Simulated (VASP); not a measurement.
A run of VASP 6.6.1:

The input INCAR:

```
SYSTEM = La2SnO4
PREC = Accurate
ENCUT = 600
EDIFF = 1E-6
ISMEAR = 0
SIGMA = 0.15
LREAL = .False.
LASPH = .True.
NELM = 60
ALGO = Normal
ISIF = 3
LWAVE = .False.
LCHARG = .False.
GGA = PE
IBRION = 2
NSW = 36
EDIFFG = -0.08
```

The input KPOINTS:

```
regular mesh
0
Gamma
  4 4 4
  0 0 0
```

File POSCAR:

```
La2SnO4
1.0
   -2.0500000000      2.0500000000      7.1500000000
    2.0500000000     -2.0500000000      7.1500000000
    2.0500000000      2.0500000000     -7.1500000000
La Sn O
2 1 4
Direct
    0.3500000000      0.3500000000      0.0000000000
    0.6500000000      0.6500000000      0.0000000000
    0.0600000000      0.0600000000      0.0000000000
    0.0000000000      0.5000000000      0.5000000000
    0.5000000000      0.0000000000      0.5000000000
    0.2500000000      0.7500000000      0.5000000000
    0.7500000000      0.2500000000      0.5000000000
```

Potentials or basis: VASP PAW PBE potentials, release 64 (La, Sn_d, O).

Run with:

```console
$ cat potpaw_PBE.64/La/POTCAR potpaw_PBE.64/Sn_d/POTCAR potpaw_PBE.64/O/POTCAR > POTCAR
$ mpirun -np 1 vasp_std > vasp.out
```

Hardware: 1 thread of Intel(R) Xeon(R) 6975P-C (Granite Rapids) (shared host).

Task: Estimate the wall time of this run.

Result: Run time: 34 min on 1 thread of Intel(R) Xeon(R) 6975P-C (Granite Rapids), with other jobs on the host, peak memory 0.75 GiB. Counts: scf iterations 168, k points 13, ion steps 17.
